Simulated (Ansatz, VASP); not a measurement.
**One calculation of LaHg, two programs**

```xyz
2
Lattice="3.8497 0.0000 0.0000 0.0000 3.8497 0.0000 0.0000 0.0000 3.8497" Properties=species:S:1:pos:R:3 pbc="T T T"
La    1.9249    1.9249    1.9249
Hg    0.0000    0.0000    0.0000
```

Change from the starting cell: volume scaled by 1.01, PAW files.

Alike in both runs: task electric field gradients; functional LDA; k mesh 11 × 11 × 11; occupations fermi-dirac, width 0.08 eV; no spin polarisation.

|  | VASP | Ansatz |
| --- | --- | --- |
| version | VASP 6.6.1 | Ansatz 0.2.0 |
| potentials or method | VASP PAW LDA potentials, release 64 (La, Hg) | PAW with Ansatz's default frozen-core files, scalar-relativistic |
| plane-wave cutoff (eV) | 520 | 420 |
| valence electrons in the cell | 23 | 31 |

```tsv
	VASP	Ansatz	Ansatz less VASP
pressure (GPa)	-2.3	-2.4	-0.16
```

LDA's correlation is that of Perdew and Zunger in VASP and of Perdew and Wang (1992) in Ansatz. VASP's potentials hold 23 valence electrons a cell and Ansatz's 31, so a difference there can come from the potentials and not from the codes.

Spin-orbit coupling is off throughout.
